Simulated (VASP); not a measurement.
Runs of VASP 6.6.1 on KF (Carobbiite). The structure is that of space group Fm-3m (No. 225), or close to it. The cells are those of the table. 

| task | cell | gap on the mesh (eV) | pressure (GPa) |
| --- | --- | --- | --- |
| single point | a = 3.187 Å, angles 60.0°, 2 atoms | 7.42 | 63.9 |
| electric field gradients | a = 3.096 Å, angles 60.0°, 2 atoms | 6.90 | 91.6 |
| electric field gradients | a = 2.784 Å, angles 60.0°, 2 atoms | 3.91 | 296.9 |
| single point | a = 3.779 Å, angles 60.0°, 2 atoms | 6.17 | 1.4 |
| electric field gradients | a = 3.779 Å, angles 60.0°, 2 atoms | 6.17 | 1.4 |
| electric field gradients | a = 3.187 Å, angles 60.0°, 2 atoms | 7.42 | 63.9 |
| single point | a = 3.096 Å, angles 60.0°, 2 atoms | 6.90 | 91.6 |
| relaxation of the atoms | atoms relaxed from a = 2.784 Å, angles 60.0°, 2 atoms | 3.91 | 296.9 |
| single point | a = 2.784 Å, angles 60.0°, 2 atoms | 3.91 | 297.0 |
| relaxation of the atoms | atoms relaxed from a = 3.096 Å, angles 60.0°, 2 atoms | (a) | 91.7 |

Alike in all rows: level PBE; potentials or basis VASP PAW PBE potentials, release 64 (K_sv, F); no spin polarisation; k mesh 9 × 9 × 9; cutoff (eV) 520; smearing fermi-dirac 0.03 eV.

Problem. Fill in the values left out.

Solution. (a) 6.91.

Caveats: the relaxation stopped at its first step, so nothing moved (some runs).

A k mesh can miss the band edges.
